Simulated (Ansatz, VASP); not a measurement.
## One calculation of RbCd, two programs

```xyz
2
Lattice="4.5577 0.0000 0.0000 0.0000 4.5577 0.0000 0.0000 0.0000 4.5577" Properties=species:S:1:pos:R:3 pbc="T T T"
Rb    0.0000    0.0000    0.0000
Cd    2.2789    2.2789    2.2789
```

Alike in both runs: task single point; functional r2SCAN; k mesh 12 × 12 × 12; occupations gaussian, width 0.1 eV; no spin polarisation.

|  | VASP | Ansatz |
| --- | --- | --- |
| version | VASP 6.6.1 | Ansatz 0.2.0 |
| potentials or method | VASP PAW PBE potentials, release 64 (Rb_sv, Cd), cutoff 520 eV | scalar-relativistic, plane waves, PAW |
| valence electrons in the cell | 21 | 29 |

|  | VASP | Ansatz | Ansatz less VASP |
| --- | --- | --- | --- |
| gap on the k mesh at the Fermi level (eV) | none | none | - |
| pressure (GPa) | -0.4 | -0.4 | 0.00 |

VASP's potentials were made for PBE, not for r2SCAN. A gap of «none» marks a metal or a gap that the smearing closes. VASP's potentials hold 21 valence electrons a cell and Ansatz's 29, so a difference there can come from the potentials and not from the codes.
